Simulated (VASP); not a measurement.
Here is a VASP 6.6.1 calculation.

INCAR

```
PREC = Accurate
ENCUT = 520
EDIFF = 1E-7
ISMEAR = 0
SIGMA = 0.1
LREAL = F
LASPH = T
NELM = 100
ALGO = Fast
ISIF = 2
LWAVE = F
LCHARG = F
GGA = PE
NBANDS = 43
```

File KPOINTS:

```
regular mesh
0
Gamma
  6 6 2
```

POSCAR

```
RuPt2
1.0
    2.7589269419      0.0000000027      0.0000000000
   -1.3794634733      2.3893008175      0.0000000000
    0.0000000000      0.0000000000     13.6659298959
Ru Pt
2 4
Direct
    0.0000000000      0.0000000000      0.2500000000
    0.0000000000      0.0000000000      0.7500000000
    0.3333333333      0.6666666667      0.0874321038
    0.6666666667      0.3333333333      0.5874321038
    0.3333333333      0.6666666667      0.4125678962
    0.6666666667      0.3333333333      0.9125678962
```

Potentials or basis: VASP PAW PBE potentials, release 64 (Ru_pv, Pt).

Launch:

```bash
$ cat potpaw_PBE.64/Ru_pv/POTCAR potpaw_PBE.64/Pt/POTCAR > POTCAR
$ mpirun -np 1 vasp_std > vasp.out
```

Estimate the pressure.

-0.4 GPa.

What does it give for the band gap on the k mesh?

Zero (band 34 reaches 12.05 eV, above the bottom of band 35 at 10.27 eV).

Caveat: the k points lie up to 0.44 Å⁻¹ apart; spin-orbit coupling is left out, which moves the levels of the heavy elements.
